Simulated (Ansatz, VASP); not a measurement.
## FeCuSO in VASP and in Ansatz

```
Cu S Fe O
1.0
     3.88102    0.00000    0.00000
     0.00000    3.88102    0.00000
     0.00000    0.00000    8.77872
Cu S Fe O
2 2 2 2
Direct
  0.75000 0.25000 0.50000
  0.25000 0.75000 0.50000
  0.25000 0.25000 0.34420
  0.75000 0.75000 0.65580
  0.25000 0.75000 0.00000
  0.75000 0.25000 0.00000
  0.25000 0.25000 0.92560
  0.75000 0.75000 0.07440
```

Alike in both runs: task single point; functional PBE; k mesh 6 × 6 × 3; occupations gaussian, width 0.0912 eV; collinear spin; Hubbard terms Cu d U = 4.8 eV, Fe d U = 2.13 eV.

|  | VASP | Ansatz |
| --- | --- | --- |
| version | VASP 6.6.1 | Ansatz 0.2.0 |
| potentials or method | VASP PAW PBE potentials, release 64 (Cu, S, Fe, O), cutoff 600 eV | PAW plane waves |
| valence electrons in the cell | 62 | 94 |

VASP gave:

| Property | Result |
| --- | --- |
| pressure (GPa) | -5.5 |
| traceless stress, the component that is largest in VASP (GPa) | -0.29 |
| rms of the force components (eV/Å) | 0.196 |
| net moment per atom (μB) | 1.12 |
| size of the moment on the site where the two differ most (μB) | 3.82 |

Task: Estimate Ansatz's values.

Result: Pressure (GPa): -3.4; traceless stress, the component that is largest in VASP (GPa): -0.71; rms of the force components (eV/Å): 0.192; net moment per atom (μB): 1.09; size of the moment on the site where the two differ most (μB): 3.49.

Site moments also hang on the region over which each program counts them. The programs project onto different local orbitals, so the same U acts differently, and such runs can settle in different states. Atom by atom the forces differ by 0.044 eV/Å (rms over components). VASP's potentials hold 62 valence electrons a cell and Ansatz's 94, so a difference there can come from the potentials and not from the codes. Ansatz's warnings: filled band counts differ across k points.
